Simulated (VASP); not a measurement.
# Ta4O (P4/mmm) in VASP: further runs

Ta4O is run at these levels: PBE, PBE+D3(BJ); tasks: single point, relaxation of cell and atoms.

All numbers are computed with VASP 6.6.1; they aren't measurements. Logs are shortened: lines on timing, memory, paths and dates and some standing lists are left out, and cuts for length are marked.

### 1 The cell of the first run

The structure is tetragonal, space group P4/mmm (No. 123). The conventional cell has a = 3.257 Å, b = 3.257 Å, c = 7.409 Å, α = 90.00°, β = 90.00°, γ = 90.00°. Within 3.3 Å of Ta (site symmetry 4/mmm) lie 4 O at 2.30 Å and 12 Ta at 3.12 to 3.26 Å. Within 2.9 Å of Ta (site symmetry 4mm) lie 1 O at 2.10 Å and 4 Ta at 2.81 Å. Ta (site symmetry 4/mmm) has 14 Ta at 2.81 to 3.70 Å within 3.8 Å. Within 2.8 Å of O (site symmetry 4/mmm) lie 6 Ta at 2.10 to 2.30 Å.

### 2 Single point, PBE

INCAR

```
SYSTEM = Ta4O
PREC = Accurate ; ENCUT = 520
EDIFF = 1E-6 ; ISMEAR = 0
SIGMA = 0.1 ; LREAL = .False.
LASPH = .True. ; NELM = 100
ALGO = Normal ; ISIF = 2
LWAVE = .False. ; LCHARG = .False.
GGA = PE ; NBANDS = 33
```

KPOINTS

```
Automatic mesh
0
Gamma
  10 10 6
  0 0 0
```

POSCAR

```
Ta4O
1.0
    3.2574970000      0.0000000000      0.0000000000
    0.0000000000      3.2574970000      0.0000000000
    0.0000000000      0.0000000000      7.4093410000
Ta O
4 1
Direct
    0.0000000000      0.0000000000      0.5000000000
    0.5000000000      0.5000000000      0.7831580000
    0.5000000000      0.5000000000      0.2168420000
    0.0000000000      0.0000000000      0.0000000000
    0.5000000000      0.5000000000      0.5000000000
```

Potentials or basis: VASP PAW PBE potentials, release 64 (Ta_pv, O).

The run is started by

```sh
cat potpaw_PBE.64/Ta_pv/POTCAR potpaw_PBE.64/O/POTCAR > POTCAR
mpirun -np 1 vasp_std > vasp.out
```

OUTCAR:

```text
SYSTEM = Ta4O
   PREC = Accurate
   ENCUT = 520
   EDIFF = 1E-6
   ISMEAR = 0
   LREAL = .False.
   LASPH = .True.
   NELM = 100
   ISIF = 2
   GGA = PE

 ion  position               nearest neighbor table
   1  0.000  0.000  0.500-   5 2.30   5 2.30   5 2.30   5 2.30   3 3.12   3 3.12   2 3.12   3 3.12
                             2 3.12   2 3.12   3 3.12   2 3.12
   2  0.500  0.500  0.783-   5 2.10   4 2.81   4 2.81   4 2.81   4 2.81   1 3.12   1 3.12   1 3.12
                             1 3.12   3 3.21
   3  0.500  0.500  0.217-   5 2.10   4 2.81   4 2.81   4 2.81   4 2.81   1 3.12   1 3.12   1 3.12
                             1 3.12   2 3.21
   4  0.000  0.000  0.000-   2 2.81   3 2.81   2 2.81   3 2.81   2 2.81   3 2.81   2 2.81   3 2.81

   5  0.500  0.500  0.500-   2 2.10   3 2.10   1 2.30   1 2.30   1 2.30   1 2.30

  LATTYP: Found a simple tetragonal cell.
 ALAT       =     3.2574970000
 C/A-ratio  =     2.2745503680

  Lattice vectors:

 A1 = (   3.2574970000,   0.0000000000,   0.0000000000)
 A2 = (   0.0000000000,   3.2574970000,   0.0000000000)
 A3 = (   0.0000000000,   0.0000000000,   7.4093410000)

Analysis of symmetry for initial positions (statically):
=====================================================================
 Subroutine PRICEL returns:
 Original cell was already a primitive cell.

 Routine SETGRP: Setting up the symmetry group for a
 simple tetragonal supercell.

 Subroutine GETGRP returns: Found 16 space group operations
 (whereof 16 operations were pure point group operations)
 out of a pool of 16 trial point group operations.

The static configuration has the point symmetry D_4h.

Analysis of symmetry for dynamics (positions and initial velocities):
=====================================================================
 Subroutine PRICEL returns:
 Original cell was already a primitive cell.

 Routine SETGRP: Setting up the symmetry group for a
 simple tetragonal supercell.

 Subroutine GETGRP returns: Found 16 space group operations
 (whereof 16 operations were pure point group operations)
 out of a pool of 16 trial point group operations.

The dynamic configuration has the point symmetry D_4h.

 Subroutine INISYM returns: Found 16 space group operations
 (whereof 16 operations are pure point group operations),
 and found     1 'primitive' translations

----------------------------------------------------------------------------------------

                                     Primitive cell

  volume of cell :      78.6226

  direct lattice vectors                    reciprocal lattice vectors
     3.257497000  0.000000000  0.000000000     0.306984166  0.000000000  0.000000000
     0.000000000  3.257497000  0.000000000     0.000000000  0.306984166  0.000000000
     0.000000000  0.000000000  7.409341000     0.000000000  0.000000000  0.134964769

  length of vectors
     3.257497000  3.257497000  7.409341000     0.306984166  0.306984166  0.134964769

  position of ions in fractional coordinates (direct lattice)
     0.000000000  0.000000000  0.500000000
     0.500000000  0.500000000  0.783158000
     0.500000000  0.500000000  0.216842000
     0.000000000  0.000000000  0.000000000
     0.500000000  0.500000000  0.500000000

  ion indices of the primitive-cell ions
   primitive index   ion index
                 1           1
                 2           2
                 3           3
                 4           4
                 5           5

----------------------------------------------------------------------------------------

 KPOINTS: Automatic mesh

Automatic generation of k-mesh.
 Grid dimensions read from file:
 generate k-points for:   10   10    6

 Generating k-lattice:

  Cartesian coordinates                     Fractional coordinates (reciprocal lattice)
     0.030698417  0.000000000  0.000000000     0.100000000  0.000000000  0.000000000
     0.000000000  0.030698417  0.000000000     0.000000000  0.100000000  0.000000000
     0.000000000  0.000000000  0.022494128     0.000000000  0.000000000  0.166666667

  Length of vectors
     0.030698417  0.030698417  0.022494128

  Shift w.r.t. Gamma in fractional coordinates (k-lattice)
     0.000000000  0.000000000  0.000000000

 Subroutine IBZKPT returns following result:
 ===========================================

 Found     84 irreducible k-points:

 Following reciprocal coordinates:
            Coordinates               Weight
  0.000000  0.000000  0.000000      1.000000
  0.100000  0.000000  0.000000      4.000000
  0.200000  0.000000  0.000000      4.000000
  0.300000  0.000000  0.000000      4.000000
  0.400000  0.000000  0.000000      4.000000
  0.500000  0.000000  0.000000      2.000000
[... 16 lines left out ...]
  0.100000  0.000000  0.166667      8.000000
  0.200000  0.000000  0.166667      8.000000
 [... further k-points ...]
   k-points           NKPTS =     84   k-points in BZ     NKDIM =     84   number of bands    NBANDS=     33
   number of dos      NEDOS =    301   number of ions     NIONS =      5
   total plane-waves  NPLWV =  32256
   dimension x,y,z NGX =    24 NGY =   24 NGZ =   56
   dimension x,y,z NGXF=    48 NGYF=   48 NGZF=  112
   ions per type =               4   1
   NGX,Y,Z   is equivalent  to a cutoff of  12.25, 12.25, 12.56 a.u.
   NGXF,Y,Z  is equivalent  to a cutoff of  24.50, 24.50, 25.13 a.u.
 SYSTEM =  Ta4O
   PREC   = accura    normal or accurate (medium, high low for compatibility)
   ISTART =      0    job   : 0-new  1-cont  2-samecut
   ICHARG =      2    charge: 1-file 2-atom 10-const
   ISPIN  =      1    spin polarized calculation?
   LNONCOLLINEAR =      F non collinear calculations
   LSORBIT =      F    spin-orbit coupling
   LASPH  =      T    aspherical Exc in radial PAW
   ENCUT  =  520.0 eV  38.22 Ry    6.18 a.u.   6.06  6.06 13.78*2*pi/ulx,y,z
   NELM   =    100;   NELMIN=  2; NELMDL= -5     # of ELM steps
   EDIFF  = 0.1E-05   stopping-criterion for ELM
   LREAL  =      F    real-space projection
   EDIFFG = 0.1E-04   stopping-criterion for IOM
   NSW    =      0    number of steps for IOM
   IBRION =     -1    ionic relax: 0-MD 1-quasi-New 2-CG
   NFREE  =      0    steps in history (QN), initial steepest desc. (CG)
   ISIF   =      2    stress and relaxation
   ISYM   =      2    0-nonsym 1-usesym 2-fastsym
   POTIM  = 0.5000    time-step for ionic-motion
   TEBEG  =    0.0;   TEEND  =   0.0 temperature during run
   PSTRESS=    0.0 pullay stress
   NELECT =      50.0000    total number of electrons
   NUPDOWN=      -1.0000    fix difference up-down
   EMIN   =  10.00;   EMAX   =-10.00  energy-range for DOS
   EFERMI =   0.00;   METHOD = LEGACY
   ISMEAR =     0;   SIGMA  =   0.10  broadening in eV -4-tet -1-fermi 0-gaus
   EFERMI_NEDOS =   21; number of points for ismear=-14 and -15
   IALGO  =     38    algorithm
   IMIX   =      4    mixing-type and parameters
     AMIX     =   0.40;   BMIX     =  1.00
     AMIX_MAG =   1.60;   BMIX_MAG =  1.00
  volume/ion in A,a.u.               =      15.72       106.11
  Fermi-wavevector in a.u.,A,eV,Ry     =   1.407826  2.660405 26.966391  1.981974
  Thomas-Fermi vector in A             =   2.530046
   LORBIT       =      0    0 simple, 1 ext, 2 COOP (PROOUT), +10 PAW based schemes
   GGA     = PE    functional components
   LHFCALC =     F    Hartree Fock is set to
   AEXX    =    0.0000 exact exchange contribution
   IVDW    =     0    specifies the selected vdW correction
   LEPSILON=     F    determine dielectric tensor
   LRPA    =     F    only Hartree local field effects (RPA)
 non-spin polarized calculation
 Gauss-broadening in eV      SIGMA  =   0.10
  energy-cutoff  :      520.00
  volume of cell :       78.62
 maximum number of plane-waves:      2144
   NGX = 13   NGY = 13   NGZ = 27

 number of electron      50.0000004 magnetization

 Free energy of the ion-electron system (eV)
  ---------------------------------------------------
  ext. energy  EPLUGINS =         0.00000000
  ---------------------------------------------------
  free energy    TOTEN  =       -55.09589271 eV

  energy without entropy =      -55.08628411  energy(sigma->0) =      -55.09108841

 E-fermi :   6.4406     XC(G=0): -12.5997

 val. band max:        6.4369364932   @ k =   0.5000   0.5000   0.5000
 cond. band min:       6.4730959388   @ k =   0.3000   0.0000   0.0000
 fundamental gap:      0.0361594456
 Fermi energy:         6.4405650684

 k-point     1 :       0.0000    0.0000    0.0000
  band No.  band energies     occupation
      1     -29.1804      2.00000
      2     -29.1804      2.00000
      3     -28.7967      2.00000
      4     -28.2216      2.00000
      5     -28.0976      2.00000
      6     -27.8875      2.00000
[... 25 lines left out ...]
     32       8.0958      0.00000
     33       8.8669      0.00000

 k-point     2 :       0.1000    0.0000    0.0000
  band No.  band energies     occupation
      1     -29.2167      2.00000
      2     -29.1764      2.00000
      3     -28.7914      2.00000
      4     -28.2337      2.00000
      5     -28.1055      2.00000
      6     -27.8904      2.00000
[... 25 lines left out ...]
     32       8.6772      0.00000
     33       9.2336      0.00000

 k-point     3 :       0.2000    0.0000    0.0000
  band No.  band energies     occupation
      1     -29.3085      2.00000
      2     -29.1656      2.00000
      3     -28.7799      2.00000
      4     -28.2634      2.00000
      5     -28.1265      2.00000
      6     -27.9060      2.00000
[... 25 lines left out ...]
     32       9.0839      0.00000
     33       9.3412      0.00000

 k-point     4 :       0.3000    0.0000    0.0000
  band No.  band energies     occupation
      1     -29.4169      2.00000
      2     -29.1523      2.00000
      3     -28.7712      2.00000
      4     -28.2955      2.00000
      5     -28.1498      2.00000
      6     -27.9418      2.00000
[... 673 lines left out ...]
     32       8.3599      0.00000
     33       8.7292      0.00000

 k-point    23 :       0.1000    0.0000    0.1667
  band No.  band energies     occupation
      1     -29.2166      2.00000
      2     -29.1763      2.00000
      3     -28.7940      2.00000
      4     -28.2231      2.00000
      5     -28.1074      2.00000
      6     -27.8920      2.00000
[... 25 lines left out ...]
     32       8.6147      0.00000
     33       9.1611      0.00000

 k-point    24 :       0.2000    0.0000    0.1667
  band No.  band energies     occupation
      1     -29.3082      2.00000
      2     -29.1656      2.00000
      3     -28.7832      2.00000
      4     -28.2476      2.00000
      5     -28.1284      2.00000
      6     -27.9072      2.00000
[... 25 lines left out ...]
     32       9.0876      0.00000
     33       9.0991      0.00000

 [... further k-points ...]

------------------------ aborting loop because EDIFF is reached ----------------------------------------

  FORCE on cell =-STRESS in cart. coord.  units (eV):
  Direction    XX          YY          ZZ          XY          YZ          ZX
  --------------------------------------------------------------------------------------
  -------------------------------------------------------------------------------------
  Total       -0.2209015     -0.2209015     -0.3732072      0.0000000      0.0000000      0.0000000
  in kB       -4.5015453     -4.5015453     -7.6052408      0.0000000      0.0000000      0.0000000
  external PRESSURE =      -5.5361105 kB  Pullay stress =       0.0000000 kB

 VOLUME and BASIS-vectors are now :
 -----------------------------------------------------------------------------
  energy-cutoff  :      520.00
  volume of cell :       78.62
      direct lattice vectors                 reciprocal lattice vectors
     3.257497000  0.000000000  0.000000000     0.306984166  0.000000000  0.000000000
     0.000000000  3.257497000  0.000000000     0.000000000  0.306984166  0.000000000
     0.000000000  0.000000000  7.409341000     0.000000000  0.000000000  0.134964769

 POSITION                                       TOTAL-FORCE (eV/Angst)
 -----------------------------------------------------------------------------------
      0.00000      0.00000      3.70467        -0.000000     -0.000000      0.000000
      1.62875      1.62875      5.80268         0.000000      0.000000     -0.026125
      1.62875      1.62875      1.60666        -0.000000     -0.000000      0.026125
      0.00000      0.00000      0.00000        -0.000000     -0.000000      0.000000
      1.62875      1.62875      3.70467        -0.000000     -0.000000      0.000000
 -----------------------------------------------------------------------------------
    total drift:                                0.000000     -0.000000      0.000000

  FREE ENERGIE OF THE ION-ELECTRON SYSTEM (eV)
  ---------------------------------------------------
  free  energy   TOTEN  =       -55.0958927148 eV

  energy  without entropy=      -55.0862841146  energy(sigma->0) =      -55.09108841
```

Wall time 2.3 min (1 thread of Intel Xeon Platinum 8259CL at 2.50GHz (Skylake/Cascade Lake), shared host); peak memory 0.29 GiB.

Results:

```
Free energy            : -55.0959 eV
Pressure               : -0.6 GPa
Largest force          : 0.026 eV/Å
Band gap on the k mesh : zero (bands 25 and 26 overlap by 0.90 eV)
```

Forces on the atoms (eV/Å):
```
Ta   0.000  0.000  0.000
Ta   0.000  0.000 -0.026
Ta   0.000  0.000  0.026
Ta   0.000  0.000  0.000
O    0.000  0.000  0.000
```

Levels at points of the mesh, in eV from the Fermi level:
| k point | band 23 | band 24 | band 25 | band 26 | band 27 | band 28 |
| --- | --- | --- | --- | --- | --- | --- |
| (0.00, 0.00, 0.00) | -0.48 | -0.48 | -0.25 | 0.49 | 1.01 | 1.01 |
| (0.50, 0.00, 0.00) | -0.94 | -0.69 | 0.18 | 0.88 | 0.89 | 1.29 |
| (0.50, 0.50, 0.00) | -1.52 | -0.69 | -0.69 | 1.61 | 2.36 | 2.72 |
| (0.00, 0.00, 0.50) | -0.55 | -0.55 | 0.12 | 0.67 | 0.67 | 0.77 |
| (0.50, 0.00, 0.50) | -1.02 | -0.67 | -0.46 | 0.98 | 1.27 | 1.56 |
| (0.50, 0.50, 0.50) | -1.71 | 0.00 | 0.00 | 1.60 | 1.89 | 1.89 |

Caveat: spin-orbit coupling is left out, which moves the levels of the heavy elements.

### 3 Single point, PBE

INCAR

```
PREC = Accurate ; ENCUT = 520
EDIFF = 1E-6 ; ISMEAR = 0
SIGMA = 0.1 ; LREAL = False
LASPH = True ; NELM = 100
ALGO = Normal ; ISIF = 2
LWAVE = False ; LCHARG = True
GGA = PE ; LELF = True
LVHAR = True ; NBANDS = 33
```

KPOINTS

```
Automatic mesh
0
Gamma
  10 10 6
  0.5 0.5 0.5
```

POSCAR is that of step 2.

Potentials or basis: VASP PAW PBE potentials, release 64 (Ta_pv, O).

The run is started by

```sh
cat potpaw_PBE.64/Ta_pv/POTCAR potpaw_PBE.64/O/POTCAR > POTCAR
mpirun -np 1 vasp_std > vasp.out
```

Wall time 84 s (1 thread of Intel Xeon Platinum 8259CL at 2.50GHz (Skylake/Cascade Lake), shared host); peak memory 0.23 GiB.

It converged, with:

| Quantity | Value |
| --- | --- |
| Free energy | -55.0807 eV |
| Pressure | -0.5 GPa |
| Largest force | 0.040 eV/Å |
| Band gap on the k mesh | zero (bands 25 and 26 overlap by 0.67 eV) |

Forces in eV/Å, atoms in the order of the input:
```
Ta   0.000  0.000  0.000
Ta   0.000  0.000 -0.040
Ta   0.000  0.000  0.040
Ta   0.000  0.000  0.000
O    0.000  0.000  0.000
```

Stress tensor (GPa, compression positive):
```
-0.37  0.00  0.00
 0.00 -0.37  0.00
 0.00  0.00 -0.63
```

Levels at points of the mesh, in eV from the Fermi level:
```tsv
k point	band 23	band 24	band 25	band 26	band 27	band 28
(0.05, 0.05, 0.08)	-0.53	-0.37	-0.04	0.51	0.77	1.01
```

Caveat: spin-orbit coupling is left out, which moves the levels of the heavy elements.

(Continued in part 2 of 2.)
